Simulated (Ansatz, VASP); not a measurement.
# AlGa3As4: VASP beside Ansatz

```
Al As Ga
1.0
     4.01258    0.00000    0.00000
     0.00000    8.02075    0.00000
     0.00000    0.00000    5.66432
Al As Ga
1 4 3
Direct
  0.00000 0.00000 0.00095
  0.50000 0.00000 0.24994
  0.00000 0.24988 0.75023
  0.50000 0.50000 0.24926
  0.00000 0.75012 0.75023
  0.50000 0.25054 0.50004
  0.00000 0.50000 0.99930
  0.50000 0.74946 0.50004
```

Alike in both runs: task single point; functional PBE; k mesh 6 × 4 × 4; occupations fermi-dirac, width 0.02 eV; no spin polarisation.

```csv
,VASP,Ansatz
version,VASP 6.6.1,Ansatz 0.2.0
potentials or method,"VASP PAW PBE potentials, release 64 (Al, As, Ga_d)","plane waves, PAW"
plane-wave cutoff (eV),520,420
valence electrons in the cell,62,102
```

Ansatz gave:

| Quantity | Value |
| --- | --- |
| gap on the k mesh at the Fermi level (eV) | 0.81 |
| pressure (GPa) | 2.5 |
| rms of the force components (eV/Å) | 0.020 |

**Question.** Which values does VASP return?

**Answer.** gap on the k mesh at the Fermi level (eV): 0.81; pressure (GPa): 2.7; rms of the force components (eV/Å): 0.021.

The functional is the same, so the differences come from potentials, cutoffs and numerics. VASP's potentials hold 62 valence electrons a cell and Ansatz's 102, so a difference there can come from the potentials and not from the codes.
